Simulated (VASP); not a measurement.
Crystal: GaSb3.

```
Sb Ga
1.0
     0.00000    3.73060    3.73060
     3.73060    0.00000    3.73060
     3.73060    3.73060    0.00000
Sb Ga
3 1
Direct
  0.50000 0.50000 0.50000
  0.75000 0.75000 0.75000
  0.25000 0.25000 0.25000
  0.00000 0.00000 0.00000
```

Base run:

| Quantity | Value |
| --- | --- |
| Program | VASP 6.6.1 |
| Functional | PBEsol |
| Potentials or basis | VASP PAW PBE potentials, release 64 (Sb, Ga_d) |
| Cutoff | 520 eV |
| k mesh | 6 × 6 × 6 |
| Occupations | fermi-dirac, width 0.05 eV |
| Spin | no spin polarisation |

Its results: band gap on the k mesh zero (band 14 reaches 8.58 eV, above the bottom of band 15 at 4.93 eV); pressure -3.5 GPa.

Question: After a change of settings the same cell gave: band gap on the k mesh zero (band 14 reaches 8.73 eV, above the bottom of band 15 at 5.08 eV); pressure -0.6 GPa. Which change was it?
A. functional from PBEsol to PBE
B. functional from PBEsol to LDA; potentials or basis from VASP PAW PBE potentials, release 64 (Sb, Ga_d) to VASP PAW LDA potentials, release 64 (Sb, Ga_d)
C. k mesh from 6 × 6 × 6 to 4 × 4 × 4
D. functional from PBEsol to PBE; k mesh from 6 × 6 × 6 to 4 × 4 × 4

Answer: A.

PBE binds less tightly than PBEsol, so the same cell stands under more pressure.

Caveats: spin-orbit coupling is left out, which moves the levels of the heavy elements; the PAW data sets were made with another functional, which shifts forces and pressure a little (some runs).
